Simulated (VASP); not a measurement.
# HfC (rocksalt type) (Fm-3m) in VASP: further runs, part 2 of 2

VASP 6.6.1. Earlier steps stand in the parts before.

## (3) Relaxation of cell and atoms, PBE, target pressure 47 GPa, at which the enthalpy is minimised

INCAR reads:

```
PREC = Accurate
ENCUT = 600
EDIFF = 1E-6
ISMEAR = -1
SIGMA = 0.1
LREAL = F
LASPH = T
NELM = 60
ALGO = Normal
ISIF = 3
LWAVE = F
LCHARG = F
GGA = PE
IBRION = 2
NSW = 32
EDIFFG = -0.005
PSTRESS = 470.0
```

KPOINTS reads:

```
Automatic mesh
0
Gamma
  16 16 16
```

POSCAR reads:

```
HfC
1.0
    0.0000000000      2.2123731956      2.2123731956
    2.2123731956      0.0000000000      2.2123731956
    2.2123731956      2.2123731956      0.0000000000
Hf C
1 1
Direct
    0.0000000000      0.0000000000      0.0000000000
    0.5000000000      0.5000000000      0.5000000000
```

Potentials or basis: VASP PAW PBE potentials, release 64 (Hf_pv, C).

On the command line:

```bash
cat potpaw_PBE.64/Hf_pv/POTCAR potpaw_PBE.64/C/POTCAR > POTCAR
mpirun -np 1 vasp_std > vasp.out
```

OUTCAR:

```text
PREC = Accurate
   ENCUT = 600
   EDIFF = 1E-6
   ISMEAR = -1
   LREAL = F
   LASPH = T
   NELM = 60
   ISIF = 3
   GGA = PE
   IBRION = 2
   NSW = 32
   EDIFFG = -0.005
   PSTRESS = 470.0

 ion  position               nearest neighbor table
   1  0.000  0.000  0.000-   2 2.21   2 2.21   2 2.21   2 2.21   2 2.21   2 2.21
   2  0.500  0.500  0.500-   1 2.21   1 2.21   1 2.21   1 2.21   1 2.21   1 2.21

  LATTYP: Found a face centered cubic cell.
 ALAT       =     4.4247463912

  Lattice vectors:

 A1 = (   0.0000000000,   2.2123731956,   2.2123731956)
 A2 = (   2.2123731956,   0.0000000000,   2.2123731956)
 A3 = (   2.2123731956,   2.2123731956,   0.0000000000)

Analysis of symmetry for initial positions (statically):
=====================================================================
 Subroutine PRICEL returns:
 Original cell was already a primitive cell.

 Routine SETGRP: Setting up the symmetry group for a
 face centered cubic supercell.

 Subroutine GETGRP returns: Found 48 space group operations
 (whereof 48 operations were pure point group operations)
 out of a pool of 48 trial point group operations.

The static configuration has the point symmetry O_h .

Analysis of symmetry for dynamics (positions and initial velocities):
=====================================================================
 Subroutine PRICEL returns:
 Original cell was already a primitive cell.

[... 231 lines left out ...]

 number of electron      14.0000000 magnetization

 Free energy of the ion-electron system (eV)
  ---------------------------------------------------
  ext. energy  EPLUGINS =         0.00000000
  ---------------------------------------------------
  free energy    TOTEN  =       -20.60511971 eV

  energy without entropy =      -20.59594892  energy(sigma->0) =      -20.60053431

 E-fermi :   7.1514     XC(G=0): -13.0377

 val. band max:        7.1052217067   @ k =   0.3125   0.2500   0.0000
 cond. band min:       7.1776749236   @ k =   0.4375   0.4375   0.0000
 fundamental gap:      0.0724532169
 Fermi energy:         7.1514295939

 k-point     1 :       0.0000    0.0000    0.0000
  band No.  band energies     occupation
      1     -21.6915      2.00000
      2     -21.6915      2.00000
      3     -21.6915      2.00000
      4      -5.9038      2.00000
      5       8.2333      0.00004
      6       8.2333      0.00004
      7       8.2333      0.00004
      8       8.5604      0.00000
      9       8.5604      0.00000
     10       8.5604      0.00000
     11      11.0091      0.00000
[... 309 lines left out ...]
 k-point    24 :      -0.0625    0.0625    0.0000
  band No.  band energies     occupation
      1     -21.8093      2.00000
      2     -21.7224      2.00000
      3     -21.6936      2.00000
      4      -5.5732      2.00000
      5       6.6872      1.98091
      6       6.9602      1.74256
      7       7.0916      1.29035
      8       8.7500      0.00000
      9       9.5228      0.00000
     10       9.5514      0.00000
     11      11.7389      0.00000

 [... further k-points ...]

------------------------ aborting loop because EDIFF is reached ----------------------------------------

  FORCE on cell =-STRESS in cart. coord.  units (eV):
  Direction    XX          YY          ZZ          XY          YZ          ZX
  --------------------------------------------------------------------------------------
  -------------------------------------------------------------------------------------
  Total        6.3594664      6.3594664      6.3594664      0.0000000      0.0000000     -0.0000000
  in kB      470.2455626    470.2455626    470.2455626      0.0000000      0.0000000     -0.0000000
  external PRESSURE =       0.2455626 kB  Pullay stress =     470.0000000 kB
[... 21 lines left out ...]
  energy  without entropy=      -20.5959489176  energy(sigma->0) =      -20.60053431

  enthalpy is  TOTEN    =       -14.2489742306 eV   P V=        6.3561454794

 reached required accuracy - stopping structural energy minimisation
```

OSZICAR:

```text
N       E                     dE             d eps       ncg     rms          rms(c)
DAV:   1     0.288915439060E+02    0.28892E+02   -0.86641E+03  3190   0.139E+03
DAV:   2    -0.219428722766E+02   -0.50834E+02   -0.48633E+02  4033   0.240E+02
DAV:   3    -0.236288924828E+02   -0.16860E+01   -0.16692E+01  4102   0.331E+01
DAV:   4    -0.236427734678E+02   -0.13881E-01   -0.13822E-01  3663   0.304E+00
[... 16 lines left out ...]
       N       E                     dE             d eps       ncg     rms          rms(c)
DAV:   1    -0.206052009827E+02    0.92629E-02   -0.24183E-03  3196   0.501E-01    0.188E-01
DAV:   2    -0.206051422157E+02    0.58767E-04   -0.80251E-05  3226   0.960E-02    0.101E-01
DAV:   3    -0.206051197503E+02    0.22465E-04   -0.69559E-05  3247   0.798E-02    0.584E-02
DAV:   4    -0.206051197100E+02    0.40279E-07   -0.10535E-06  2663   0.113E-02
   3 F= -.14248974E+02 E0= -.14244389E+02  d E =-.466335E-05
```

It took 64 s on 1 thread of Intel Xeon Platinum 8488C (Sapphire Rapids), shared host; peak memory 0.2 GiB.

What came out:

- Free energy: -20.6051 eV
- Relaxed volume: 10.83 Å³/atom
- Relaxed cell: a = 3.129 Å, b = 3.129 Å, c = 3.129 Å, α = 60.00°, β = 60.00°, γ = 60.00°
- Space group after relaxing (to 0.1 Å): Fm-3m (No. 225)
- Energy change on relaxing (the run minimises the enthalpy): -1.5 meV/atom
- Ionic steps: 3
- Pressure after relaxing: 47.0 GPa
- Band gap on the k mesh: zero (bands 7 and 8 overlap by 1.51 eV)

The path:
| step | energy change (eV) | largest force (eV/Å) | pressure (GPa) | volume (Å³) |
| --- | --- | --- | --- | --- |
| 1 | 0.0000 | 0.0000 | 47.20 | 21.66 |
| 2 | -0.0123 | 0.0000 | 46.37 | 21.70 |
| 3 | -0.0030 | 0.0000 | 47.02 | 21.67 |

Final structure:
```
Hf C
1.0
     0.00000    2.21272    2.21272
     2.21272    0.00000    2.21272
     2.21272    2.21272    0.00000
Hf C
1 1
Direct
  0.00000 0.00000 0.00000
  0.50000 0.50000 0.50000
```

Levels at points of the mesh, in eV from the Fermi level:
```tsv
k point	band 5	band 6	band 7	band 8	band 9	band 10
(0.00, 0.00, 0.00)	1.08	1.08	1.08	1.41	1.41	1.41
(0.50, 0.00, 0.00)	-6.84	-3.54	-3.54	6.22	6.22	6.78
(0.50, 0.50, 0.00)	-2.34	-2.32	0.10	0.10	6.22	8.00
```

Caveat: the cell is relaxed towards a set pressure, so the run minimises the enthalpy, not the energy; spin-orbit coupling is left out, which moves the levels of the heavy elements.

The gap in the log of VASP goes by the Fermi energy; the results here count the filled bands.